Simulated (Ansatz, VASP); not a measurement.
Two plane-wave programs on Al2Cu

```
CELL_PARAMETERS angstrom
4.13237 0.00000 0.00000
0.00000 4.13237 0.00000
0.00000 0.00000 2.91046
ATOMIC_POSITIONS crystal
Cu 0.00000 0.00000 0.00000
Al 0.00000 0.50000 0.50000
Al 0.50000 0.00000 0.50000
```

Alike in both runs: task single point; functional r2SCAN; k mesh 7 × 7 × 9; occupations fermi-dirac, width 0.05 eV; no spin polarisation.

```csv
,VASP,Ansatz
version,VASP 6.6.1,Ansatz 0.2.0
potentials or method,"VASP PAW PBE potentials, release 64 (Cu, Al)",Ansatz PAW
plane-wave cutoff (eV),520,500
valence electrons in the cell,17,25
```

```tsv
	VASP	Ansatz	Ansatz less VASP
gap on the k mesh at the Fermi level (eV)	none	none	-
pressure (GPa)	-4.0	-3.9	+0.15
traceless stress, the component that is largest in VASP (GPa)	-0.83	-0.86	-0.027
```

VASP's potentials were made for PBE, not for r2SCAN. A gap of «none» marks a metal or a gap that the smearing closes. With one functional, cell and mesh, what is left measures potentials, basis and numerics. VASP's potentials hold 17 valence electrons a cell and Ansatz's 25, so a difference there can come from the potentials and not from the codes.
